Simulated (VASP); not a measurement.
SnO: single point with PBE+D3(BJ)

SnO, a slab with vacuum:

```
Sn O
1.0
     3.82065    0.00001    0.00000
    -0.00001    3.82065    0.00000
     0.00000    0.00000   42.05602
Sn O
4 4
Direct
  0.99985 0.99985 0.39064
  0.49985 0.49985 0.44683
  0.49985 0.49985 0.55317
  0.99985 0.99985 0.60936
  0.99985 0.49985 0.41873
  0.49985 0.99985 0.41873
  0.49985 0.99985 0.58127
  0.99985 0.49985 0.58127
```

```json
{
 "Program": "VASP 6.6.1",
 "Task": "single point",
 "Functional": "PBE",
 "Dispersion": "D3(BJ)",
 "Potentials or basis": "VASP PAW PBE potentials, release 64 (Sn_d, O)",
 "Cutoff": "520 eV",
 "k mesh": "6 × 6 × 1",
 "Occupations": "gaussian, width 0.02 eV",
 "Spin": "no spin polarisation"
}
```

| Property | Result |
| --- | --- |
| Largest force | 0.085 eV/Å |
| Band gap on the k mesh | 2.50 eV (least direct gap 2.61 eV) |
| Dispersion energy per atom | -0.152 eV |

Forces on the atoms (eV/Å):
```
Sn   0.000  0.000 -0.085
Sn   0.000  0.000  0.085
Sn   0.000  0.000 -0.085
Sn   0.000  0.000  0.085
O    0.000  0.000  0.000
O    0.000  0.000  0.000
O    0.000  0.000  0.000
O    0.000  0.000  0.000
```

Levels at points of the mesh, in eV from the valence-band top:
| k point | band 38 | band 39 | band 40 | band 41 | band 42 | band 43 |
| --- | --- | --- | --- | --- | --- | --- |
| (0.00, 0.00, 0.00) | -1.89 | -0.51 | -0.03 | 2.57 | 2.92 | 2.92 |
| (0.50, 0.00, 0.00) | -0.75 | -0.74 | -0.44 | 2.50 | 2.98 | 3.01 |
| (0.50, 0.50, 0.00) | -0.88 | -0.88 | -0.64 | 2.72 | 2.72 | 3.02 |

Wall time 8.9 min on 1 thread of Intel(R) Xeon(R) Platinum 8259CL CPU @ 2.50GHz (Skylake/Cascade Lake), with other jobs on the host, peak memory 0.65 GiB.

Caveat: spin-orbit coupling is left out, which moves the levels of the heavy elements.
